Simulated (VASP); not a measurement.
# La (Pm-3m) in VASP: notebook

The runs below take La through single point, relaxation of cell and atoms, with LDA.

Program: VASP 6.6.1. These are calculated values, not measurements. Logs are shortened: lines on timing, memory, paths and dates and some standing lists are left out, and cuts for length are marked.

## Step 1: The cell of the first run

The structure is cubic, space group Pm-3m (No. 221). Conventional cell: a = 3.155 Å, b = 3.155 Å, c = 3.155 Å, α = 90.00°, β = 90.00°, γ = 90.00°. Within 4.2 Å of La (site symmetry m-3m) lie 6 La at 3.15 Å.

## Step 2: Single point, LDA

The input, INCAR:

```
PREC     = Accurate       # precision mode
ENCUT    = 520            # plane-wave cutoff, eV
EDIFF    = 1E-7           # SCF threshold, eV
ISMEAR   = 1              # smearing method
SIGMA    = 0.05           # smearing width, eV
LREAL    = F              # projectors in reciprocal space
LASPH    = T              # aspherical terms in the spheres
NELM     = 60             # most SCF steps
ALGO     = Normal         # electronic algorithm
ISIF     = 2              # what is computed and relaxed
LWAVE    = F              # write WAVECAR
LCHARG   = F              # write CHGCAR
GGA      = CA             # functional
NBANDS   = 12             # bands
```

The input, KPOINTS:

```
regular mesh
0
Gamma
  7 7 7
```

The input, POSCAR:

```
La
1.0
    3.1545006360      0.0000000000      0.0000000000
    0.0000000000      3.1545006360      0.0000000000
    0.0000000000      0.0000000000      3.1545006360
La
1
Direct
    0.0000000000      0.0000000000      0.0000000000
```

Potentials or basis: VASP PAW LDA potentials, release 64 (La).

Launch:

```console
$ cat potpaw_LDA.64/La/POTCAR > POTCAR
$ mpirun -np 1 vasp_std > vasp.out
```

OUTCAR:

```text
PREC = Accurate
   ENCUT = 520
   EDIFF = 1E-7
   ISMEAR = 1
   LREAL = F
   LASPH = T
   NELM = 60
   ISIF = 2
   GGA = CA

 ion  position               nearest neighbor table
   1  0.000  0.000  0.000-

  LATTYP: Found a simple cubic cell.
 ALAT       =     3.1545006360

  Lattice vectors:

 A1 = (   3.1545006360,   0.0000000000,   0.0000000000)
 A2 = (   0.0000000000,   3.1545006360,   0.0000000000)
 A3 = (   0.0000000000,   0.0000000000,   3.1545006360)

Analysis of symmetry for initial positions (statically):
=====================================================================
 Subroutine PRICEL returns:
 Original cell was already a primitive cell.

 Routine SETGRP: Setting up the symmetry group for a
 simple cubic supercell.

 Subroutine GETGRP returns: Found 48 space group operations
 (whereof 48 operations were pure point group operations)
 out of a pool of 48 trial point group operations.

The static configuration has the point symmetry O_h .

Analysis of symmetry for dynamics (positions and initial velocities):
=====================================================================
 Subroutine PRICEL returns:
 Original cell was already a primitive cell.

 Routine SETGRP: Setting up the symmetry group for a
 simple cubic supercell.

 Subroutine GETGRP returns: Found 48 space group operations
 (whereof 48 operations were pure point group operations)
 out of a pool of 48 trial point group operations.

The dynamic configuration has the point symmetry O_h .

 Subroutine INISYM returns: Found 48 space group operations
 (whereof 48 operations are pure point group operations),
 and found     1 'primitive' translations

----------------------------------------------------------------------------------------

                                     Primitive cell

  volume of cell :      31.3900

  direct lattice vectors                    reciprocal lattice vectors
     3.154500636  0.000000000  0.000000000     0.317007386  0.000000000  0.000000000
     0.000000000  3.154500636  0.000000000     0.000000000  0.317007386  0.000000000
     0.000000000  0.000000000  3.154500636     0.000000000  0.000000000  0.317007386

  length of vectors
     3.154500636  3.154500636  3.154500636     0.317007386  0.317007386  0.317007386

  position of ions in fractional coordinates (direct lattice)
     0.000000000  0.000000000  0.000000000

  ion indices of the primitive-cell ions
   primitive index   ion index
                 1           1

----------------------------------------------------------------------------------------

 KPOINTS: regular mesh

Automatic generation of k-mesh.
 Grid dimensions read from file:
 generate k-points for:    7    7    7

 Generating k-lattice:

  Cartesian coordinates                     Fractional coordinates (reciprocal lattice)
     0.045286769  0.000000000  0.000000000     0.142857143  0.000000000  0.000000000
     0.000000000  0.045286769  0.000000000     0.000000000  0.142857143  0.000000000
     0.000000000  0.000000000  0.045286769     0.000000000  0.000000000  0.142857143

  Length of vectors
     0.045286769  0.045286769  0.045286769

  Shift w.r.t. Gamma in fractional coordinates (k-lattice)
     0.000000000  0.000000000  0.000000000

 Subroutine IBZKPT returns following result:
 ===========================================

 Found     20 irreducible k-points:

 Following reciprocal coordinates:
            Coordinates               Weight
  0.000000  0.000000  0.000000      1.000000
  0.142857  0.000000  0.000000      6.000000
  0.285714  0.000000  0.000000      6.000000
  0.428571  0.000000  0.000000      6.000000
  0.142857  0.142857  0.000000     12.000000
  0.285714  0.142857  0.000000     24.000000
[... 12 lines left out ...]
  0.428571  0.428571  0.285714     24.000000
  0.428571  0.428571  0.428571      8.000000
   k-points           NKPTS =     20   k-points in BZ     NKDIM =     20   number of bands    NBANDS=     12
   number of dos      NEDOS =    301   number of ions     NIONS =      1
   total plane-waves  NPLWV =  13824
   dimension x,y,z NGX =    24 NGY =   24 NGZ =   24
   dimension x,y,z NGXF=    48 NGYF=   48 NGZF=   48
   ions per type =               1
   NGX,Y,Z   is equivalent  to a cutoff of  12.65, 12.65, 12.65 a.u.
   NGXF,Y,Z  is equivalent  to a cutoff of  25.30, 25.30, 25.30 a.u.
 SYSTEM =  unknown system
   PREC   = accura    normal or accurate (medium, high low for compatibility)
   ISTART =      0    job   : 0-new  1-cont  2-samecut
   ICHARG =      2    charge: 1-file 2-atom 10-const
   ISPIN  =      1    spin polarized calculation?
   LNONCOLLINEAR =      F non collinear calculations
   LSORBIT =      F    spin-orbit coupling
   LASPH  =      T    aspherical Exc in radial PAW
   ENCUT  =  520.0 eV  38.22 Ry    6.18 a.u.   5.87  5.87  5.87*2*pi/ulx,y,z
   NELM   =     60;   NELMIN=  2; NELMDL= -5     # of ELM steps
   EDIFF  = 0.1E-06   stopping-criterion for ELM
   LREAL  =      F    real-space projection
   EDIFFG = 0.1E-05   stopping-criterion for IOM
   NSW    =      0    number of steps for IOM
   IBRION =     -1    ionic relax: 0-MD 1-quasi-New 2-CG
   NFREE  =      0    steps in history (QN), initial steepest desc. (CG)
   ISIF   =      2    stress and relaxation
   ISYM   =      2    0-nonsym 1-usesym 2-fastsym
   POTIM  = 0.5000    time-step for ionic-motion
   TEBEG  =    0.0;   TEEND  =   0.0 temperature during run
   PSTRESS=    0.0 pullay stress
   NELECT =      11.0000    total number of electrons
   NUPDOWN=      -1.0000    fix difference up-down
   EMIN   =  10.00;   EMAX   =-10.00  energy-range for DOS
   EFERMI =   0.00;   METHOD = LEGACY
   ISMEAR =     1;   SIGMA  =   0.05  broadening in eV -4-tet -1-fermi 0-gaus
   EFERMI_NEDOS =   21; number of points for ismear=-14 and -15
   IALGO  =     38    algorithm
   IMIX   =      4    mixing-type and parameters
     AMIX     =   0.40;   BMIX     =  1.00
     AMIX_MAG =   1.60;   BMIX_MAG =  1.00
  volume/ion in A,a.u.               =      31.39       211.83
  Fermi-wavevector in a.u.,A,eV,Ry     =   1.154184  2.181092 18.124879  1.332141
  Thomas-Fermi vector in A             =   2.290823
   LORBIT       =      0    0 simple, 1 ext, 2 COOP (PROOUT), +10 PAW based schemes
   GGA     = CA    functional components
   LHFCALC =     F    Hartree Fock is set to
   AEXX    =    0.0000 exact exchange contribution
   IVDW    =     0    specifies the selected vdW correction
   LEPSILON=     F    determine dielectric tensor
   LRPA    =     F    only Hartree local field effects (RPA)
 non-spin polarized calculation
 Methfessel and Paxton  Order N= 1 SIGMA  =   0.05
  energy-cutoff  :      520.00
  volume of cell :       31.39
 maximum number of plane-waves:       861
 NGX is ok and might be reduce to    24
   NGX = 11   NGY = 11   NGZ = 11

 number of electron      11.0000000 magnetization

 Free energy of the ion-electron system (eV)
  ---------------------------------------------------
  ext. energy  EPLUGINS =         0.00000000
  ---------------------------------------------------
  free energy    TOTEN  =        -5.12822865 eV

  energy without entropy =       -5.12867414  energy(sigma->0) =       -5.12837715

 E-fermi :   9.0763     XC(G=0): -10.4056

 val. band max:        9.0495766100   @ k =   0.2857   0.1429   0.0000
 cond. band min:       9.1371384460   @ k =   0.1429   0.1429   0.1429
 fundamental gap:      0.0875618360
 Fermi energy:         9.0763061017

 k-point     1 :       0.0000    0.0000    0.0000
  band No.  band energies     occupation
      1     -23.7455      2.00000
      2      -5.9602      2.00000
      3      -5.9602      2.00000
      4      -5.9602      2.00000
      5       6.5895      2.00000
      6       7.8067      2.00000
      7       7.8067      2.00000
      8      11.2624      0.00000
      9      11.2624      0.00000
     10      11.2624      0.00000
     11      11.5724      0.00000
     12      11.5724      0.00000

 k-point     2 :       0.1429    0.0000    0.0000
  band No.  band energies     occupation
      1     -23.6733      2.00000
      2      -6.5995      2.00000
      3      -5.9035      2.00000
      4      -5.9035      2.00000
      5       7.0519      2.00000
      6       7.9513      2.00000
      7       8.7303      2.00000
      8      11.1793      0.00000
      9      11.2937      0.00000
     10      11.2937      0.00000
     11      11.4580      0.00000
     12      11.5912      0.00000

 k-point     3 :       0.2857    0.0000    0.0000
  band No.  band energies     occupation
      1     -23.5041      2.00000
      2      -7.8212      2.00000
      3      -5.7728      2.00000
      4      -5.7728      2.00000
      5       7.8109      2.00000
      6       8.3297      2.00000
      7      10.8885      0.00000
      8      10.9413      0.00000
      9      11.2041      0.00000
     10      11.3735      0.00000
     11      11.3735      0.00000
     12      11.6760      0.00000
[... 226 lines left out ...]
 k-point    19 :       0.4286    0.4286    0.2857
  band No.  band energies     occupation
      1     -22.7580      2.00000
      2      -7.9809      2.00000
      3      -7.9706      2.00000
      4      -7.0494      2.00000
      5       7.2360      2.00000
      6       8.8829      2.00000
      7       8.9906      2.03595
      8      11.0309      0.00000
      9      11.2981      0.00000
     10      11.3868      0.00000
     11      11.4949      0.00000
     12      11.8467      0.00000

 k-point    20 :       0.4286    0.4286    0.4286
  band No.  band energies     occupation
      1     -22.6225      2.00000
      2      -7.8372      2.00000
      3      -7.8242      2.00000
      4      -7.8242      2.00000
      5       7.7280      2.00000
      6       8.0084      2.00000
      7       8.0084      2.00000
      8      10.6121      0.00000
      9      11.3933      0.00000
     10      11.3933      0.00000
     11      11.4578      0.00000
     12      11.8677      0.00000

------------------------ aborting loop because EDIFF is reached ----------------------------------------

  FORCE on cell =-STRESS in cart. coord.  units (eV):
  Direction    XX          YY          ZZ          XY          YZ          ZX
  --------------------------------------------------------------------------------------
  -------------------------------------------------------------------------------------
  Total       -0.0093930     -0.0093930     -0.0093930      0.0000000      0.0000000     -0.0000000
  in kB       -0.4794288     -0.4794288     -0.4794288      0.0000000      0.0000000     -0.0000000
  external PRESSURE =      -0.4794288 kB  Pullay stress =       0.0000000 kB

 VOLUME and BASIS-vectors are now :
 -----------------------------------------------------------------------------
  energy-cutoff  :      520.00
  volume of cell :       31.39
      direct lattice vectors                 reciprocal lattice vectors
     3.154500636  0.000000000  0.000000000     0.317007386  0.000000000  0.000000000
     0.000000000  3.154500636  0.000000000     0.000000000  0.317007386  0.000000000
     0.000000000  0.000000000  3.154500636     0.000000000  0.000000000  0.317007386

 POSITION                                       TOTAL-FORCE (eV/Angst)
 -----------------------------------------------------------------------------------
      0.00000      0.00000      0.00000         0.000000      0.000000      0.000000
 -----------------------------------------------------------------------------------
    total drift:                                0.000000      0.000000      0.000000

  FREE ENERGIE OF THE ION-ELECTRON SYSTEM (eV)
  ---------------------------------------------------
  free  energy   TOTEN  =        -5.1282286526 eV

  energy  without entropy=       -5.1286741443  energy(sigma->0) =       -5.12837715
```

Wall time 4.8 s (1 thread of Intel Xeon 6975P-C, shared host); peak memory 0.14 GiB.

What came out:

```
Free energy : -5.1282 eV
Pressure    : 0.0 GPa
```

Caveat: spin-orbit coupling is left out, which moves the levels of the heavy elements.

## Step 3: Relaxation of cell and atoms, LDA

This run uses another cell than the first one, of 41.06 Å³/atom, 1.308 times its volume.

The input, INCAR:

```
SYSTEM = La
  ALGO = Normal
  EDIFF = 1E-6
  EDIFFG = -0.01
  ENCUT = 600
  GGA = CA
  IBRION = 2
  ISIF = 3
  ISMEAR = 1
  LASPH = .True.
  LCHARG = .False.
  LREAL = .False.
  LWAVE = .False.
  NELM = 100
  NSW = 80
  PREC = Accurate
  SIGMA = 0.05
```

The input, KPOINTS:

```
k-points
0
Gamma
  7 7 7
  0 0 0
```

The input, POSCAR:

```
La
1.0
    3.4500000000      0.0000000000      0.0000000000
    0.0000000000      3.4500000000      0.0000000000
    0.0000000000      0.0000000000      3.4500000000
La
1
Direct
    0.0000000000      0.0000000000      0.0000000000
```

Potentials or basis: VASP PAW LDA potentials, release 64 (La).

Launch:

```console
$ cat potpaw_LDA.64/La/POTCAR > POTCAR
$ mpirun -np 1 vasp_std > vasp.out
```

It took 41 s on 1 thread of Intel Xeon 6975P-C, shared host; peak memory 0.16 GiB.

The run converged. Its results:

```
Free energy                            : -5.1291 eV
Relaxed volume                         : 31.39 Å³/atom
Relaxed cell                           : a = 3.155 Å, b = 3.155 Å, c = 3.155 Å, α = 90.00°, β = 90.00°, γ = 90.00°
Space group after relaxing (to 0.05 Å) : Pm-3m (No. 221)
Energy gained by relaxing              : 195.0 meV/atom
Ionic steps                            : 14
Pressure after relaxing                : 0.0 GPa
```

Step by step:
```csv
step,energy change (eV),largest force (eV/Å),pressure (GPa),volume (Å³)
1,0.0000,0.0000,-4.76,41.06
2,-0.1685,0.0000,-2.68,34.23
3,-0.1949,0.0000,0.27,31.15
4,-0.1950,0.0000,-0.08,31.41
5,-0.1950,0.0000,-0.07,31.40
6,-0.1950,0.0000,-0.08,31.40
7,-0.1950,0.0000,-0.06,31.40
8,-0.1950,0.0000,-0.05,31.40
9,-0.1950,0.0000,-0.05,31.40
10,-0.1950,0.0000,-0.05,31.40
11,-0.1950,0.0000,-0.06,31.40
12,-0.1950,0.0000,-0.06,31.40
13,-0.1950,0.0000,-0.07,31.40
14,-0.1950,0.0000,-0.05,31.39
```

Final structure:
```
La
1.0
     3.15462    0.00000    0.00000
     0.00000    3.15462    0.00000
     0.00000    0.00000    3.15462
La
1
Direct
  0.00000 0.00000 0.00000
```

Levels at points of the mesh, in eV from the Fermi level:
```
           k point  band 2  band 3  band 4  band 5  band 6  band 7  band 8  band 9
(0.00, 0.00, 0.00)  -15.04  -15.04  -15.04   -2.49   -1.27   -1.27    2.19    2.19
```

Caveat: the volume moved by over 15 % at a fixed basis, so the end points are rough; spin-orbit coupling is left out, which moves the levels of the heavy elements.
